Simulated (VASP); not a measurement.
Ir:

```
CELL_PARAMETERS angstrom
2.75138 0.00000 0.00000
-1.37569 2.38276 0.00000
0.00000 0.00000 4.64078
ATOMIC_POSITIONS crystal
Ir 0.33333 0.66667 0.25000
Ir 0.66667 0.33333 0.75000
```

Base run:

- Program: VASP 6.6.1
- Functional: PBEsol
- Potentials or basis: VASP PAW PBE potentials, release 64 (Ir)
- Cutoff: 520 eV
- k mesh: 9 × 9 × 5
- Occupations: fermi-dirac, width 0.05 eV
- Spin: no spin polarisation

Its results: band gap on the k mesh zero (band 9 reaches 9.88 eV, above the bottom of band 10 at 7.19 eV); pressure -22.7 GPa.

The run is repeated on the same cell with these changes: functional from PBEsol to PBE; further incar settings from ALGO = Fast; EDIFF = 1e-07; NBANDS = 16 to ALGO = Fast; EDIFF = 1e-06; NBANDS = 16. What comes out?

Band gap on the k mesh zero (band 9 reaches 10.04 eV, above the bottom of band 10 at 7.36 eV); pressure -12.5 GPa.

Caveats: spin-orbit coupling is left out, which moves the levels of the heavy elements; the PAW data sets were made with another functional, which shifts forces and pressure a little (some runs).
